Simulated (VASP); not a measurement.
CaS, 2 atoms in the cell. Symmetry: Fm-3m, No. 225, cubic system. The conventional cell has a = 5.696 Å, b = 5.696 Å, c = 5.696 Å, α = 90.00°, β = 90.00°, γ = 90.00°. Ca (site symmetry m-3m) has 6 S at 2.85 Å within 3.8 Å. S (site symmetry m-3m) has 6 Ca at 2.85 Å within 3.8 Å. 

```yaml
Program: VASP 6.6.1
Task: single point
Functional: HSE06
Potentials_or_basis: VASP PAW PBE potentials, release 64 (Ca_sv, S)
Cutoff: 400 eV
k_mesh: 6 × 6 × 6
Occupations: gaussian, width 0.01 eV
Spin: no spin polarisation
Dipole_correction: no
Grid_for_exact_exchange_PRECFOCK: Normal
Further_INCAR_settings: ALGO = Normal; EDIFF = 1e-06; NBANDS = 15
Share_of_exact_exchange: 0.25
Screening_parameter: 0.2079 1/Å
```

Potentials or basis: VASP PAW PBE potentials, release 64 (Ca_sv, S).

Run with:

```console
$ cat potpaw_PBE.64/Ca_sv/POTCAR potpaw_PBE.64/S/POTCAR > POTCAR
$ cp INCAR.step1 INCAR
$ mpirun -np 1 vasp_std > vasp.out
$ cp INCAR.step2 INCAR
$ mpirun -np 1 vasp_std > vasp.out
```

Hardware: 1 thread of Intel(R) Xeon(R) Platinum 8559C (Emerald Rapids) (shared host).

Q: How long does it take, and how much memory?

A: Wall time 13 min on 1 thread of Intel(R) Xeon(R) Platinum 8559C (Emerald Rapids) (shared host), peak memory 0.26 GiB. Counts: k points 16.
